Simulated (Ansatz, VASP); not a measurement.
AgI: VASP beside Ansatz

```xyz
4
Lattice="4.6509 0.0000 0.0000 -2.3254 4.0278 0.0000 0.0000 0.0000 7.7133" Properties=species:S:1:pos:R:3 pbc="T T T"
Ag    0.0000    2.6852    0.0157
Ag    2.3254    1.3426    3.8724
I     0.0000    2.6852    2.8768
I     2.3254    1.3426    6.7334
```

Change from the starting cell: uniaxial_z strain +1.5%.

Alike in both runs: task single point; functional HSE06; k mesh 6 × 6 × 2; no spin polarisation.

```csv
,VASP,Ansatz
version,VASP 6.6.1,Ansatz 0.2.0
potentials or method,"VASP PAW PBE potentials, release 64 (Ag, I)","plane waves, PAW"
plane-wave cutoff (eV),400,420
occupations,"gaussian, width 0.01 eV",fixed
valence electrons in the cell,36,72
```

Ansatz gave:

```
gap on the k mesh at the Fermi level (eV)                     : 2.52
pressure (GPa)                                                : 0.1
traceless stress, the component that is largest in VASP (GPa) : -0.17
```

Task: Estimate VASP's values.

Result: gap on the k mesh at the Fermi level (eV): 2.50; pressure (GPa): -0.1; traceless stress, the component that is largest in VASP (GPa): -0.17.

VASP's potentials hold 36 valence electrons a cell and Ansatz's 72, so a difference there can come from the potentials and not from the codes. Ansatz's warnings: stress exchange threshold loose, stress scf threshold loose.

Neither program's run includes spin-orbit coupling.
